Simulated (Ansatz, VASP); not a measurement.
## In2O: VASP beside Ansatz

```
In O
1.0
     3.35402    0.00000    0.00000
    -1.67701    2.90467    0.00000
     0.00000    0.00000   12.45340
In O
4 2
Direct
  0.00000 0.00000 0.38287
  0.00000 0.00000 0.61713
  0.66667 0.33333 0.11404
  0.33333 0.66667 0.88596
  0.66667 0.33333 0.30371
  0.33333 0.66667 0.69629
```

Alike in both runs: functional PBEsol; k mesh 12 × 12 × 4; occupations fermi-dirac, width 0.15 eV; no spin polarisation.

Ansatz relaxed the structure, and its values are those at the end. VASP's run is a single point on that final structure, the one shown.

|  | VASP | Ansatz |
| --- | --- | --- |
| version | VASP 6.6.1 | Ansatz 0.2.0 |
| potentials or method | VASP PAW PBE potentials, release 64 (In_d, O), cutoff 520 eV | scalar-relativistic, plane waves, PAW |
| valence electrons in the cell | 64 | 64 |

VASP gave:

| Property | Result |
| --- | --- |
| gap on the k mesh at the Fermi level (eV) | none |
| pressure (GPa) | 0.1 |
| rms of the force components (eV/Å) | 0.019 |

Task: Estimate Ansatz's values.

Result: gap on the k mesh at the Fermi level (eV): none; pressure (GPa): 0.0; rms of the force components (eV/Å): 0.000.

VASP's potentials were made for PBE, not for PBEsol. A gap of «none» marks a metal or a gap that the smearing closes.
